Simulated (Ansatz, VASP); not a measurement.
**One calculation of CdSe, two programs**

File INCAR:

```
SYSTEM = CdSe
PREC = Accurate ; ENCUT = 520
EDIFF = 1E-6 ; ISMEAR = 0
SIGMA = 0.03 ; LREAL = .FALSE.
LASPH = .TRUE. ; NELM = 60
ALGO = Normal ; ISIF = 2
LWAVE = .FALSE. ; LCHARG = .FALSE.
GGA = PE ; NBANDS = 16
```

The input KPOINTS:

```
Automatic mesh
0
G
  8 8 8
  0 0 0
```

File POSCAR:

```
CdSe
1.0
    0.0000000000      3.0702711986      3.0702711986
    3.0702711986      0.0000000000      3.0702711986
    3.0702711986      3.0702711986      0.0000000000
Cd Se
1 1
Direct
    0.0000000000      0.0000000000      0.0000000000
    0.2500000000      0.2500000000      0.2500000000
```

input.yaml

```yaml
crystal:
  lattice:
    - [0.0, 3.0702711986, 3.0702711986]
    - [3.0702711986, 0.0, 3.0702711986]
    - [3.0702711986, 3.0702711986, 0.0]
  atoms:
    - { symbol: Cd, position: [0.0, 0.0, 0.0] }
    - { symbol: Se, position: [0.25, 0.25, 0.25] }
kpoints:
  mp_grid: { grid: [8, 8, 8] }
scf:
  occupations: { method: gaussian, width: 0.03 }
hamiltonian:
  xc: pbe
  pseudopotentials: { kind: all_electron, lapw: { basis_error: 0.001 } }
output:
  forces: true
  stress: true
  eigenvalues: true
```

Alike in both runs: task single point; functional PBE; k mesh 8 × 8 × 8; occupations gaussian, width 0.03 eV; no spin polarisation.

|  | VASP | Ansatz |
| --- | --- | --- |
| version | VASP 6.6.1 | Ansatz 0.2.0 |
| potentials or method | VASP PAW PBE potentials, release 64 (Cd, Se), cutoff 520 eV | all-electron LAPW, scalar-relativistic |

Ansatz gave:

| Item | Value |
| --- | --- |
| gap on the k mesh at the Fermi level (eV) | 0.55 |
| least direct gap on the mesh (eV) | 0.55 |
| pressure (GPa) | 1.3 |

What did VASP give for the same quantities?

gap on the k mesh at the Fermi level (eV): 0.55; least direct gap on the mesh (eV): 0.55; pressure (GPa): 1.6.

Ansatz ran all-electron here, and VASP with PAW potentials.
